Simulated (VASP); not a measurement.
# Dy3Be2Se (P4/mmm) in VASP: a series of runs

Dy3Be2Se is run at these levels: PBE; tasks: single point, relaxation of cell and atoms.

Everything below comes from runs of VASP 6.6.1. Logs are shortened: lines on timing, memory, paths and dates and some standing lists are left out, and cuts for length are marked.

### 1 The cell of the first run

The structure is tetragonal, space group P4/mmm (No. 123). Conventional cell: a = 3.493 Å, b = 3.493 Å, c = 10.125 Å, α = 90.00°, β = 90.00°, γ = 90.00°. Dy (site symmetry 4mm) has 4 Se at 3.05 Å and 4 Be at 3.05 Å and 6 Dy at 3.27 to 3.58 Å within 4.0 Å. Within 3.8 Å of Dy (site symmetry 4/mmm) lie 8 Be at 2.88 Å and 6 Dy at 3.27 to 3.49 Å. Within 3.8 Å of Be (site symmetry 4mm) lie 8 Dy at 2.88 to 3.05 Å and 5 Be at 2.96 to 3.49 Å and 1 Se at 3.58 Å. Se (site symmetry 4/mmm) has 8 Dy at 3.05 Å and 4 Se at 3.49 Å and 2 Be at 3.58 Å within 4.0 Å.

### 2 Single point, PBE

INCAR reads:

```
SYSTEM = Dy3Be2Se
PREC = Accurate ; ENCUT = 600
EDIFF = 1E-6 ; ISMEAR = 0
SIGMA = 0.1 ; LREAL = .FALSE.
LASPH = .TRUE. ; NELM = 200
ALGO = Normal ; ISIF = 2
LWAVE = .FALSE. ; LCHARG = .FALSE.
GGA = PE ; NBANDS = 28
GGA_COMPAT = .FALSE. ; LMAXMIX = 6
```

KPOINTS reads:

```
regular mesh
0
G
  12 12 4
  0 0 0
```

POSCAR reads:

```
Dy3Be2Se
1.0
    3.4925494811      0.0000000000      0.0000000000
    0.0000000000      3.4925494811      0.0000000000
    0.0000000000      0.0000000000     10.1251608144
Dy Be Se
3 2 1
Direct
    0.5000000000      0.5000000000      0.1769781846
    0.5000000000      0.5000000000      0.5000000000
    0.5000000000      0.5000000000      0.8230218154
    0.0000000000      0.0000000000      0.3540014978
    0.0000000000      0.0000000000      0.6459985022
    0.0000000000      0.0000000000      0.0000000000
```

Potentials or basis: VASP PAW PBE potentials, release 64 (Dy_3, Be, Se), 4f in core.

Run with:

```sh
$ cat potpaw_PBE.64/Dy_3/POTCAR potpaw_PBE.64/Be/POTCAR potpaw_PBE.64/Se/POTCAR > POTCAR
$ mpirun -np 1 vasp_std > vasp.out
```

OUTCAR:

```text
SYSTEM = Dy3Be2Se
   PREC = Accurate
   ENCUT = 600
   EDIFF = 1E-6
   ISMEAR = 0
   LREAL = .FALSE.
   LASPH = .TRUE.
   NELM = 200
   ISIF = 2
   GGA = PE

 ion  position               nearest neighbor table
   1  0.500  0.500  0.177-   6 3.05   6 3.05   6 3.05   6 3.05   4 3.05   4 3.05   4 3.05   4 3.05
                             2 3.27   3 3.58
   2  0.500  0.500  0.500-   4 2.88   5 2.88   4 2.88   5 2.88   4 2.88   5 2.88   4 2.88   5 2.88
                             1 3.27   3 3.27
   3  0.500  0.500  0.823-   6 3.05   6 3.05   6 3.05   6 3.05   5 3.05   5 3.05   5 3.05   5 3.05
                             2 3.27   1 3.58
   4  0.000  0.000  0.354-   2 2.88   2 2.88   2 2.88   2 2.88   1 3.05   1 3.05   1 3.05   1 3.05

   5  0.000  0.000  0.646-   2 2.88   2 2.88   2 2.88   2 2.88   3 3.05   3 3.05   3 3.05   3 3.05

   6  0.000  0.000  0.000-   1 3.05   3 3.05   1 3.05   3 3.05   1 3.05   3 3.05   1 3.05   3 3.05

  LATTYP: Found a simple tetragonal cell.
 ALAT       =     3.4925494811
 C/A-ratio  =     2.8990744066

  Lattice vectors:

 A1 = (   3.4925494811,   0.0000000000,   0.0000000000)
 A2 = (   0.0000000000,   3.4925494811,   0.0000000000)
 A3 = (   0.0000000000,   0.0000000000,  10.1251608144)

Analysis of symmetry for initial positions (statically):
=====================================================================
 Subroutine PRICEL returns:
 Original cell was already a primitive cell.

 Routine SETGRP: Setting up the symmetry group for a
 simple tetragonal supercell.

 Subroutine GETGRP returns: Found 16 space group operations
 (whereof 16 operations were pure point group operations)
 out of a pool of 16 trial point group operations.

The static configuration has the point symmetry D_4h.

Analysis of symmetry for dynamics (positions and initial velocities):
=====================================================================
 Subroutine PRICEL returns:
 Original cell was already a primitive cell.

 Routine SETGRP: Setting up the symmetry group for a
 simple tetragonal supercell.

 Subroutine GETGRP returns: Found 16 space group operations
 (whereof 16 operations were pure point group operations)
 out of a pool of 16 trial point group operations.

The dynamic configuration has the point symmetry D_4h.

 Subroutine INISYM returns: Found 16 space group operations
 (whereof 16 operations are pure point group operations),
 and found     1 'primitive' translations

----------------------------------------------------------------------------------------

                                     Primitive cell

  volume of cell :     123.5057

  direct lattice vectors                    reciprocal lattice vectors
     3.492549481  0.000000000  0.000000000     0.286323789  0.000000000  0.000000000
     0.000000000  3.492549481  0.000000000     0.000000000  0.286323789  0.000000000
     0.000000000  0.000000000 10.125160814     0.000000000  0.000000000  0.098763863

  length of vectors
     3.492549481  3.492549481 10.125160814     0.286323789  0.286323789  0.098763863

  position of ions in fractional coordinates (direct lattice)
     0.500000000  0.500000000  0.176978185
     0.500000000  0.500000000  0.500000000
     0.500000000  0.500000000  0.823021815
     0.000000000  0.000000000  0.354001498
     0.000000000  0.000000000  0.645998502
     0.000000000  0.000000000  0.000000000

  ion indices of the primitive-cell ions
   primitive index   ion index
                 1           1
                 2           2
                 3           3
                 4           4
                 5           5
                 6           6

----------------------------------------------------------------------------------------

 KPOINTS: regular mesh

Automatic generation of k-mesh.
 Grid dimensions read from file:
 generate k-points for:   12   12    4

 Generating k-lattice:

  Cartesian coordinates                     Fractional coordinates (reciprocal lattice)
     0.023860316  0.000000000  0.000000000     0.083333333  0.000000000  0.000000000
     0.000000000  0.023860316  0.000000000     0.000000000  0.083333333  0.000000000
     0.000000000  0.000000000  0.024690966     0.000000000  0.000000000  0.250000000

  Length of vectors
     0.023860316  0.023860316  0.024690966

  Shift w.r.t. Gamma in fractional coordinates (k-lattice)
     0.000000000  0.000000000  0.000000000

 Subroutine IBZKPT returns following result:
 ===========================================

 Found     84 irreducible k-points:

 Following reciprocal coordinates:
            Coordinates               Weight
  0.000000  0.000000  0.000000      1.000000
  0.083333  0.000000  0.000000      4.000000
  0.166667  0.000000  0.000000      4.000000
  0.250000  0.000000  0.000000      4.000000
  0.333333  0.000000  0.000000      4.000000
  0.416667  0.000000  0.000000      4.000000
[... 16 lines left out ...]
  0.333333  0.333333  0.000000      4.000000
  0.416667  0.333333  0.000000      8.000000
 [... further k-points ...]
   k-points           NKPTS =     84   k-points in BZ     NKDIM =     84   number of bands    NBANDS=     28
   number of dos      NEDOS =    301   number of ions     NIONS =      6
   total plane-waves  NPLWV =  65856
   dimension x,y,z NGX =    28 NGY =   28 NGZ =   84
   dimension x,y,z NGXF=    56 NGYF=   56 NGZF=  168
   ions per type =               3   2   1
   NGX,Y,Z   is equivalent  to a cutoff of  13.33, 13.33, 13.79 a.u.
   NGXF,Y,Z  is equivalent  to a cutoff of  26.66, 26.66, 27.58 a.u.
 SYSTEM =  Dy3Be2Se
   PREC   = accura    normal or accurate (medium, high low for compatibility)
   ISTART =      0    job   : 0-new  1-cont  2-samecut
   ICHARG =      2    charge: 1-file 2-atom 10-const
   ISPIN  =      1    spin polarized calculation?
   LNONCOLLINEAR =      F non collinear calculations
   LSORBIT =      F    spin-orbit coupling
   LASPH  =      T    aspherical Exc in radial PAW
   ENCUT  =  600.0 eV  44.10 Ry    6.64 a.u.   6.98  6.98 20.22*2*pi/ulx,y,z
   NELM   =    200;   NELMIN=  2; NELMDL= -5     # of ELM steps
   EDIFF  = 0.1E-05   stopping-criterion for ELM
   LREAL  =      F    real-space projection
   EDIFFG = 0.1E-04   stopping-criterion for IOM
   NSW    =      0    number of steps for IOM
   IBRION =     -1    ionic relax: 0-MD 1-quasi-New 2-CG
   NFREE  =      0    steps in history (QN), initial steepest desc. (CG)
   ISIF   =      2    stress and relaxation
   ISYM   =      2    0-nonsym 1-usesym 2-fastsym
   POTIM  = 0.5000    time-step for ionic-motion
   TEBEG  =    0.0;   TEEND  =   0.0 temperature during run
   PSTRESS=    0.0 pullay stress
   NELECT =      37.0000    total number of electrons
   NUPDOWN=      -1.0000    fix difference up-down
   EMIN   =  10.00;   EMAX   =-10.00  energy-range for DOS
   EFERMI =   0.00;   METHOD = LEGACY
   ISMEAR =     0;   SIGMA  =   0.10  broadening in eV -4-tet -1-fermi 0-gaus
   EFERMI_NEDOS =   21; number of points for ismear=-14 and -15
   IALGO  =     38    algorithm
   IMIX   =      4    mixing-type and parameters
     AMIX     =   0.40;   BMIX     =  1.00
     AMIX_MAG =   1.60;   BMIX_MAG =  1.00
  volume/ion in A,a.u.               =      20.58       138.91
  Fermi-wavevector in a.u.,A,eV,Ry     =   1.095418  2.070039 16.326171  1.199940
  Thomas-Fermi vector in A             =   2.231741
   LORBIT       =      0    0 simple, 1 ext, 2 COOP (PROOUT), +10 PAW based schemes
   GGA     = PE    functional components
   LHFCALC =     F    Hartree Fock is set to
   AEXX    =    0.0000 exact exchange contribution
   IVDW    =     0    specifies the selected vdW correction
   LEPSILON=     F    determine dielectric tensor
   LRPA    =     F    only Hartree local field effects (RPA)
 non-spin polarized calculation
 Gauss-broadening in eV      SIGMA  =   0.10
  energy-cutoff  :      600.00
  volume of cell :      123.51
 maximum number of plane-waves:      4152
 NGX is ok and might be reduce to    28
   NGX = 13   NGY = 13   NGZ = 41

 number of electron      37.0000001 magnetization

 Free energy of the ion-electron system (eV)
  ---------------------------------------------------
  ext. energy  EPLUGINS =         0.00000000
  ---------------------------------------------------
  free energy    TOTEN  =       -27.09358953 eV

  energy without entropy =      -27.07771245  energy(sigma->0) =      -27.08565099

 E-fermi :   4.4383     XC(G=0): -10.3337

 val. band max:        4.4200693594   @ k =   0.0833   0.0833   0.0000
 cond. band min:       4.4441317254   @ k =   0.3333   0.0000   0.2500
 fundamental gap:      0.0240623660
 Fermi energy:         4.4382859884

 k-point     1 :       0.0000    0.0000    0.0000
  band No.  band energies     occupation
      1     -19.2730      2.00000
      2     -19.1467      2.00000
      3     -18.8612      2.00000
      4     -18.8612      2.00000
      5     -18.8394      2.00000
      6     -18.8394      2.00000
[... 20 lines left out ...]
     27       8.9479      0.00000
     28       9.1841      0.00000

 k-point     2 :       0.0833    0.0000    0.0000
  band No.  band energies     occupation
      1     -19.2675      2.00000
      2     -19.1428      2.00000
      3     -18.8940      2.00000
      4     -18.8699      2.00000
      5     -18.8583      2.00000
      6     -18.8368      2.00000
[... 20 lines left out ...]
     27       8.8447      0.00000
     28       8.9350      0.00000

 k-point     3 :       0.1667    0.0000    0.0000
  band No.  band energies     occupation
      1     -19.2525      2.00000
      2     -19.1324      2.00000
      3     -18.9820      2.00000
      4     -18.9521      2.00000
      5     -18.8502      2.00000
      6     -18.8295      2.00000
[... 20 lines left out ...]
     27       8.1816      0.00000
     28       8.4911      0.00000

 k-point     4 :       0.2500    0.0000    0.0000
  band No.  band energies     occupation
      1     -19.2329      2.00000
      2     -19.1180      2.00000
      3     -19.0983      2.00000
      4     -19.0621      2.00000
      5     -18.8391      2.00000
      6     -18.8195      2.00000
[... 578 lines left out ...]
     27       8.1262      0.00000
     28       8.4398      0.00000

 k-point    23 :       0.3333    0.3333    0.0000
  band No.  band energies     occupation
      1     -19.1793      2.00000
      2     -19.1487      2.00000
      3     -19.1441      2.00000
      4     -19.1298      2.00000
      5     -19.1170      2.00000
      6     -19.0636      2.00000
[... 20 lines left out ...]
     27       7.7617      0.00000
     28       7.9204      0.00000

 k-point    24 :       0.4167    0.3333    0.0000
  band No.  band energies     occupation
      1     -19.2369      2.00000
      2     -19.1972      2.00000
      3     -19.1516      2.00000
      4     -19.1335      2.00000
      5     -19.1119      2.00000
      6     -19.0538      2.00000
[... 20 lines left out ...]
     27       7.8022      0.00000
     28       8.3902      0.00000

 [... further k-points ...]
[... 5 lines left out ...]
  --------------------------------------------------------------------------------------
  -------------------------------------------------------------------------------------
  Total        0.3042926      0.3042926      0.2657606      0.0000000      0.0000000      0.0000000
  in kB        3.9474347      3.9474347      3.4475787      0.0000000      0.0000000      0.0000000
  external PRESSURE =       3.7808161 kB  Pullay stress =       0.0000000 kB

 VOLUME and BASIS-vectors are now :
 -----------------------------------------------------------------------------
  energy-cutoff  :      600.00
  volume of cell :      123.51
      direct lattice vectors                 reciprocal lattice vectors
     3.492549481  0.000000000  0.000000000     0.286323789  0.000000000  0.000000000
     0.000000000  3.492549481  0.000000000     0.000000000  0.286323789  0.000000000
     0.000000000  0.000000000 10.125160814     0.000000000  0.000000000  0.098763863

 POSITION                                       TOTAL-FORCE (eV/Angst)
 -----------------------------------------------------------------------------------
      1.74627      1.74627      1.79193         0.000000     -0.000000      0.027743
      1.74627      1.74627      5.06258         0.000000      0.000000      0.000000
      1.74627      1.74627      8.33323         0.000000      0.000000     -0.027743
      0.00000      0.00000      3.58432        -0.000000      0.000000     -0.001759
      0.00000      0.00000      6.54084         0.000000     -0.000000      0.001759
      0.00000      0.00000      0.00000         0.000000      0.000000      0.000000
 -----------------------------------------------------------------------------------
    total drift:                                0.000000      0.000000     -0.000000

  FREE ENERGIE OF THE ION-ELECTRON SYSTEM (eV)
  ---------------------------------------------------
  free  energy   TOTEN  =       -27.0935895347 eV

  energy  without entropy=      -27.0777124450  energy(sigma->0) =      -27.08565099
```

It took 2.8 min on 1 thread of AMD EPYC 9R45 (Zen 5), shared host; peak memory 0.45 GiB.

What came out:

```
Free energy            : -27.0936 eV
Pressure               : 0.4 GPa
Largest force          : 0.028 eV/Å
Band gap on the k mesh : zero (an odd number of electrons rules out a gap without spin polarisation)
```

Forces on the atoms (eV/Å):
```
Dy   0.000  0.000  0.028
Dy   0.000  0.000  0.000
Dy   0.000  0.000 -0.028
Be   0.000  0.000 -0.002
Be   0.000  0.000  0.002
Se   0.000  0.000  0.000
```

Caveat: spin-orbit coupling is left out, which moves the levels of the heavy elements; the 4f electrons are frozen in the core, so they carry no moment and show no levels; the run has no spin polarisation, though such a crystal can be magnetic.

(Continued in part 2 of 2.)
